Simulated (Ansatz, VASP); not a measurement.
**Cu3N: VASP beside Ansatz**

```xyz
4
Lattice="3.6676 0.0000 0.0000 0.0000 3.6676 0.0000 0.0000 0.0000 3.6676" Properties=species:S:1:pos:R:3 pbc="T T T"
Cu    1.8338    0.0000    0.0000
Cu    0.0000    1.8338    0.0000
Cu    0.0000    0.0000    1.8338
N     0.0000    0.0000    0.0000
```

Alike in both runs: task single point; functional PBE; k mesh 10 × 10 × 10; occupations gaussian, width 0.01 eV; no spin polarisation.

|  | VASP | Ansatz |
| --- | --- | --- |
| version | VASP 6.6.1 | Ansatz 0.2.0 |
| potentials or method | VASP PAW PBE potentials, release 64 (Cu, N), cutoff 600 eV | scalar-relativistic, plane waves, PAW |
| valence electrons in the cell | 38 | 62 |

```csv
,VASP,Ansatz,Ansatz less VASP
gap on the k mesh at the Fermi level (eV),none,none,-
pressure (GPa),20.9,19.9,-0.91
```

A gap of «none» marks a metal or a gap that the smearing closes. VASP's potentials hold 38 valence electrons a cell and Ansatz's 62, so a difference there can come from the potentials and not from the codes.
